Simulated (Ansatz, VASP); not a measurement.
## One calculation of Cs, two programs

```
CELL_PARAMETERS angstrom
-2.55385 2.55385 9.59607
2.55385 -2.55385 9.59607
2.55385 2.55385 -9.59607
ATOMIC_POSITIONS crystal
Cs 0.25000 0.75000 0.50000
Cs 0.50000 0.50000 0.00000
```

Alike in both runs: task single point; functional PBE; k mesh 4 × 4 × 4; occupations gaussian, width 0.1 eV; no spin polarisation.

|  | VASP | Ansatz |
| --- | --- | --- |
| version | VASP 6.6.1 | Ansatz 0.2.0 |
| potentials or method | VASP PAW PBE potentials, release 64 (Cs_sv), cutoff 520 eV | scalar-relativistic, plane waves, PAW |
| valence electrons in the cell | 18 | 18 |

```tsv
	VASP	Ansatz	Ansatz less VASP
gap on the k mesh at the Fermi level (eV)	none	none	-
pressure (GPa)	0.0	0.0	+0.01
```

A gap of «none» marks a metal or a gap that the smearing closes. The functional is the same, so the differences come from potentials, cutoffs and numerics.

The k mesh is coarse, so the values compare programs but aren't converged. Spin-orbit coupling is off throughout.
